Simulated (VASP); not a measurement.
# Co (P6_3/mmc) in VASP: further runs

Co is run at these levels: BLYP, PBE+D4, PBEsol, LDA; tasks: single point.

All numbers are computed with VASP 6.6.1; they aren't measurements. Logs are shortened: lines on timing, memory, paths and dates and some standing lists are left out, and cuts for length are marked.

## (1) The cell of the first run

Symmetry: P6_3/mmc, No. 194, hexagonal system. Conventional cell: a = 2.420 Å, b = 2.420 Å, c = 7.923 Å, α = 90.00°, β = 90.00°, γ = 120.00°. Co (site symmetry -6m2) has 12 Co at 2.42 Å within 3.2 Å. Within 3.2 Å of Co (site symmetry -3m) lie 12 Co at 2.42 Å.

## (2) Single point, BLYP, collinear spin, ferromagnetic start

Input file INCAR:

```
SYSTEM = Co
PREC = Accurate
ENCUT = 520
EDIFF = 1E-6
ISMEAR = -1
SIGMA = 0.05
LREAL = .False.
LASPH = .True.
NELM = 150
ALGO = Normal
ISIF = 2
LWAVE = .False.
LCHARG = .False.
ISPIN = 2
MAGMOM = 2 2 2 2
LORBIT = 11
LMAXMIX = 4
GGA = B5
ALDAX = 1.0
AGGAX = 1.0
AGGAC = 1.0
ALDAC = 0.0
NBANDS = 30
```

Input file KPOINTS:

```
Automatic mesh
0
Gamma
  12 12 4
  0 0 0
```

Input file POSCAR:

```
Co
1.0
    2.4201280013      0.0000000000      0.0000000000
   -1.2100640007      2.0958923296      0.0000000000
    0.0000000000      0.0000000000      7.9231214745
Co
4
Direct
    0.6666666667      0.3333333333      0.7500000000
    0.0000000000      0.0000000000      0.5000000000
    0.3333333333      0.6666666667      0.2500000000
    0.0000000000      0.0000000000      0.0000000000
```

Potentials or basis: VASP PAW PBE potentials, release 64 (Co).

On the command line:

```
> cat potpaw_PBE.64/Co/POTCAR > POTCAR
> mpirun -np 1 vasp_std > vasp.out
```

OUTCAR:

```text
SYSTEM = Co
   PREC = Accurate
   ENCUT = 520
   EDIFF = 1E-6
   ISMEAR = -1
   LREAL = .False.
   LASPH = .True.
   NELM = 150
   ISIF = 2
   ISPIN = 2
   LORBIT = 11
   GGA = B5

 ion  position               nearest neighbor table
   1  0.667  0.333  0.750-   2 2.42   4 2.42   2 2.42   4 2.42   2 2.42   4 2.42
   2  0.000  0.000  0.500-   1 2.42   3 2.42   1 2.42   3 2.42   1 2.42   3 2.42
   3  0.333  0.667  0.250-   2 2.42   4 2.42   2 2.42   4 2.42   2 2.42   4 2.42
   4  0.000  0.000  0.000-   1 2.42   3 2.42   1 2.42   3 2.42   1 2.42   3 2.42

  LATTYP: Found a hexagonal cell.
 ALAT       =     2.4201280013
 C/A-ratio  =     3.2738439745

  Lattice vectors:

 A1 = (   2.4201280013,   0.0000000000,   0.0000000000)
 A2 = (  -1.2100640007,   2.0958923296,   0.0000000000)
 A3 = (   0.0000000000,   0.0000000000,   7.9231214745)

Analysis of symmetry for initial positions (statically):
=====================================================================
 Subroutine PRICEL returns:
 Original cell was already a primitive cell.

 Routine SETGRP: Setting up the symmetry group for a
 hexagonal supercell.

 Subroutine GETGRP returns: Found 24 space group operations
 (whereof 12 operations were pure point group operations)
 out of a pool of 24 trial point group operations.

The static configuration has the point symmetry D_3d.
 The point group associated with its full space group is D_6h.

Analysis of symmetry for dynamics (positions and initial velocities):
=====================================================================
 Subroutine PRICEL returns:
 Original cell was already a primitive cell.

 Routine SETGRP: Setting up the symmetry group for a
 hexagonal supercell.

 Subroutine GETGRP returns: Found 24 space group operations
 (whereof 12 operations were pure point group operations)
 out of a pool of 24 trial point group operations.

The dynamic configuration has the point symmetry D_3d.
 The point group associated with its full space group is D_6h.

Analysis of structural, dynamic, and magnetic symmetry:
=====================================================================
 Subroutine PRICEL returns:
 Original cell was already a primitive cell.

 Routine SETGRP: Setting up the symmetry group for a
 hexagonal supercell.

 Subroutine GETGRP returns: Found 24 space group operations
 (whereof 12 operations were pure point group operations)
 out of a pool of 24 trial point group operations.

The overall configuration has the point symmetry D_3d.
 The point group associated with its full space group is D_6h.

 Subroutine INISYM returns: Found 24 space group operations
 (whereof 12 operations are pure point group operations),
 and found     1 'primitive' translations

----------------------------------------------------------------------------------------

                                     Primitive cell

  volume of cell :      40.1887

  direct lattice vectors                    reciprocal lattice vectors
     2.420128001  0.000000000  0.000000000     0.413201285  0.238561873  0.000000000
    -1.210064001  2.095892330  0.000000000     0.000000000  0.477123746  0.000000000
     0.000000000  0.000000000  7.923121475     0.000000000  0.000000000  0.126212883

  length of vectors
     2.420128001  2.420128001  7.923121475     0.477123746  0.477123746  0.126212883

  position of ions in fractional coordinates (direct lattice)
     0.666666667  0.333333333  0.750000000
     0.000000000  0.000000000  0.500000000
     0.333333333  0.666666667  0.250000000
     0.000000000  0.000000000  0.000000000

  ion indices of the primitive-cell ions
   primitive index   ion index
                 1           1
                 2           2
                 3           3
                 4           4

----------------------------------------------------------------------------------------

 KPOINTS: Automatic mesh

Automatic generation of k-mesh.
 Grid dimensions read from file:
 generate k-points for:   12   12    4

 Generating k-lattice:

  Cartesian coordinates                     Fractional coordinates (reciprocal lattice)
     0.034433440  0.019880156  0.000000000     0.083333333  0.000000000  0.000000000
     0.000000000  0.039760312  0.000000000     0.000000000  0.083333333  0.000000000
     0.000000000  0.000000000  0.031553221     0.000000000  0.000000000  0.250000000

  Length of vectors
     0.039760312  0.039760312  0.031553221

  Shift w.r.t. Gamma in fractional coordinates (k-lattice)
     0.000000000  0.000000000  0.000000000

 Subroutine IBZKPT returns following result:
 ===========================================

 Found     57 irreducible k-points:

 Following reciprocal coordinates:
            Coordinates               Weight
  0.000000  0.000000  0.000000      1.000000
  0.083333 -0.000000  0.000000      6.000000
  0.166667 -0.000000  0.000000      6.000000
  0.250000 -0.000000  0.000000      6.000000
  0.333333  0.000000  0.000000      6.000000
  0.416667  0.000000  0.000000      6.000000
[... 16 lines left out ...]
  0.250000 -0.000000  0.250000     12.000000
  0.333333  0.000000  0.250000     12.000000
 [... further k-points ...]
   k-points           NKPTS =     57   k-points in BZ     NKDIM =     57   number of bands    NBANDS=     30
   number of dos      NEDOS =    301   number of ions     NIONS =      4
   total plane-waves  NPLWV =  19440
   dimension x,y,z NGX =    18 NGY =   18 NGZ =   60
   dimension x,y,z NGXF=    36 NGYF=   36 NGZF=  120
   ions per type =               4
   NGX,Y,Z   is equivalent  to a cutoff of  12.36, 12.36, 12.59 a.u.
   NGXF,Y,Z  is equivalent  to a cutoff of  24.73, 24.73, 25.18 a.u.
 SYSTEM =  Co
   PREC   = accura    normal or accurate (medium, high low for compatibility)
   ISTART =      0    job   : 0-new  1-cont  2-samecut
   ICHARG =      2    charge: 1-file 2-atom 10-const
   ISPIN  =      2    spin polarized calculation?
   LNONCOLLINEAR =      F non collinear calculations
   LSORBIT =      F    spin-orbit coupling
   LASPH  =      T    aspherical Exc in radial PAW
   ENCUT  =  520.0 eV  38.22 Ry    6.18 a.u.   4.50  4.50 14.73*2*pi/ulx,y,z
   NELM   =    150;   NELMIN=  2; NELMDL= -5     # of ELM steps
   EDIFF  = 0.1E-05   stopping-criterion for ELM
   LREAL  =      F    real-space projection
   EDIFFG = 0.1E-04   stopping-criterion for IOM
   NSW    =      0    number of steps for IOM
   IBRION =     -1    ionic relax: 0-MD 1-quasi-New 2-CG
   NFREE  =      0    steps in history (QN), initial steepest desc. (CG)
   ISIF   =      2    stress and relaxation
   ISYM   =      2    0-nonsym 1-usesym 2-fastsym
   POTIM  = 0.5000    time-step for ionic-motion
   TEBEG  =    0.0;   TEEND  =   0.0 temperature during run
   PSTRESS=    0.0 pullay stress
   NELECT =      36.0000    total number of electrons
   NUPDOWN=      -1.0000    fix difference up-down
   EMIN   =  10.00;   EMAX   =-10.00  energy-range for DOS
   EFERMI =   0.00;   METHOD = LEGACY
   ISMEAR =    -1;   SIGMA  =   0.05  broadening in eV -4-tet -1-fermi 0-gaus
   EFERMI_NEDOS =   21; number of points for ismear=-14 and -15
   IALGO  =     38    algorithm
   IMIX   =      4    mixing-type and parameters
     AMIX     =   0.40;   BMIX     =  1.00
     AMIX_MAG =   1.60;   BMIX_MAG =  1.00
  volume/ion in A,a.u.               =      10.05        67.80
  Fermi-wavevector in a.u.,A,eV,Ry     =   1.578124  2.982222 33.884974  2.490475
  Thomas-Fermi vector in A             =   2.678702
   LORBIT       =     11    0 simple, 1 ext, 2 COOP (PROOUT), +10 PAW based schemes
   GGA     = B5    functional components
   LHFCALC =     F    Hartree Fock is set to
   AEXX    =    0.0000 exact exchange contribution
   IVDW    =     0    specifies the selected vdW correction
   LEPSILON=     F    determine dielectric tensor
   LRPA    =     F    only Hartree local field effects (RPA)
 spin polarized calculation
  energy-cutoff  :      520.00
  volume of cell :       40.19
 maximum number of plane-waves:      1110
 NGX is ok and might be reduce to    18
   NGX =  9   NGY =  9   NGZ = 29

 number of electron      35.9999975 magnetization       6.0740167

 Free energy of the ion-electron system (eV)
  ---------------------------------------------------
  ext. energy  EPLUGINS =         0.00000000
  ---------------------------------------------------
  free energy    TOTEN  =       -23.78941589 eV

  energy without entropy =      -23.75632750  energy(sigma->0) =      -23.77287170

 E-fermi :  11.9275     XC(G=0): -13.2485

 val. band max:       11.9249045377   @ k =   0.3333   0.0833   0.2500
 cond. band min:      11.9375653617   @ k =   0.1667   0.0833   0.5000
 fundamental gap:      0.0126608240
 Fermi energy:        11.9274571867

 spin component 1

 k-point     1 :       0.0000    0.0000    0.0000
  band No.  band energies     occupation
      1       2.6713      1.00000
      2       4.9728      1.00000
      3       4.9892      1.00000
      4       6.4441      1.00000
      5       8.8139      1.00000
      6       8.8534      1.00000
[... 22 lines left out ...]
     29      35.3310      0.00000
     30      36.3479      0.00000

 k-point     2 :       0.0833   -0.0000    0.0000
  band No.  band energies     occupation
      1       2.9320      1.00000
      2       5.1949      1.00000
      3       5.2109      1.00000
      4       6.6119      1.00000
      5       8.6331      1.00000
      6       8.7401      1.00000
[... 22 lines left out ...]
     29      34.4471      0.00000
     30      34.5941      0.00000

 k-point     3 :       0.1667   -0.0000    0.0000
  band No.  band energies     occupation
      1       3.6824      1.00000
      2       5.7816      1.00000
      3       5.7970      1.00000
      4       7.0327      1.00000
      5       8.3240      1.00000
      6       8.5004      1.00000
[... 682 lines left out ...]
     29      28.9640      0.00000
     30      31.3737      0.00000

 k-point    24 :       0.3333    0.0000    0.2500
  band No.  band energies     occupation
      1       6.0117      1.00000
      2       6.3773      1.00000
      3       6.8736      1.00000
      4       7.3213      1.00000
      5       7.6386      1.00000
      6       7.7569      1.00000
[... 22 lines left out ...]
     29      27.5924      0.00000
     30      28.5051      0.00000

 [... further k-points ...]

 spin component 2

 k-point     1 :       0.0000    0.0000    0.0000
  band No.  band energies     occupation
      1       2.7281      1.00000
      2       5.1113      1.00000
      3       5.1149      1.00000
      4       7.2937      1.00000
      5      10.0180      1.00000
      6      10.0794      1.00000
[... 22 lines left out ...]
     29      35.1292      0.00000
     30      36.1839      0.00000

 k-point     2 :       0.0833   -0.0000    0.0000
  band No.  band energies     occupation
      1       2.9900      1.00000
      2       5.3385      1.00000
      3       5.3420      1.00000
      4       7.4796      1.00000
      5       9.8688      1.00000
      6      10.0060      1.00000
[... 22 lines left out ...]
     29      34.4225      0.00000
     30      34.6543      0.00000

 k-point     3 :       0.1667   -0.0000    0.0000
  band No.  band energies     occupation
      1       3.7485      1.00000
      2       5.9629      1.00000
      3       5.9658      1.00000
      4       7.9588      1.00000
      5       9.5753      1.00000
      6       9.7937      1.00000
[... 682 lines left out ...]
     29      29.3702      0.00000
     30      31.6859      0.00000

 k-point    24 :       0.3333    0.0000    0.2500
  band No.  band energies     occupation
      1       6.3194      1.00000
      2       6.9126      1.00000
      3       7.7464      1.00000
      4       8.3895      1.00000
      5       8.7444      1.00000
      6       8.9310      1.00000
[... 22 lines left out ...]
     29      27.9859      0.00000
     30      28.9345      0.00000

 [... further k-points ...]
[... 5 lines left out ...]
  --------------------------------------------------------------------------------------
  -------------------------------------------------------------------------------------
  Total        7.8390462      7.8390462      7.0256668     -0.0000000      0.0000000      0.0000000
  in kB      312.5145090    312.5145090    280.0880057     -0.0000000      0.0000000      0.0000000
  external PRESSURE =     301.7056746 kB  Pullay stress =       0.0000000 kB

 VOLUME and BASIS-vectors are now :
 -----------------------------------------------------------------------------
  energy-cutoff  :      520.00
  volume of cell :       40.19
      direct lattice vectors                 reciprocal lattice vectors
     2.420128001  0.000000000  0.000000000     0.413201285  0.238561873  0.000000000
    -1.210064001  2.095892330  0.000000000     0.000000000  0.477123746  0.000000000
     0.000000000  0.000000000  7.923121475     0.000000000  0.000000000  0.126212883

 POSITION                                       TOTAL-FORCE (eV/Angst)
 -----------------------------------------------------------------------------------
      1.21006      0.69863      5.94234         0.000000     -0.000000      0.000000
      0.00000      0.00000      3.96156        -0.000000      0.000000     -0.000000
     -0.00000      1.39726      1.98078        -0.000000      0.000000     -0.000000
      0.00000      0.00000      0.00000        -0.000000      0.000000     -0.000000
 -----------------------------------------------------------------------------------
    total drift:                                0.000000     -0.000000      0.000000

  FREE ENERGIE OF THE ION-ELECTRON SYSTEM (eV)
  ---------------------------------------------------
  free  energy   TOTEN  =       -23.7894158894 eV

  energy  without entropy=      -23.7563275020  energy(sigma->0) =      -23.77287170

 total charge

# of ion       s       p       d       tot
------------------------------------------
    1        0.517   0.572   7.366   8.455
    2        0.518   0.568   7.375   8.460
    3        0.517   0.572   7.366   8.455
    4        0.518   0.568   7.375   8.460
--------------------------------------------------
tot          2.069   2.280  29.482  33.831

 magnetization (x)

# of ion       s       p       d       tot
------------------------------------------
    1       -0.015  -0.047   1.592   1.531
    2       -0.015  -0.045   1.567   1.507
    3       -0.015  -0.047   1.592   1.531
    4       -0.015  -0.045   1.567   1.507
--------------------------------------------------
tot         -0.060  -0.183   6.320   6.077
```

Run time: 75 s. Hardware: 1 thread of Intel Xeon 6975P-C (Granite Rapids), shared host; peak memory 0.22 GiB.

What came out:

```yaml
Free_energy: -23.7894 eV
Pressure: 30.2 GPa
Net_moment: 6.07 μB per cell
Site_moments: Co +1.53, +1.51 μB
Valence_electrons_inside_the_program's_atomic_spheres: Co 8.46
```

Caveat: the PAW data sets were made with another functional, which shifts forces and pressure a little.

[end of part 1 of 3]
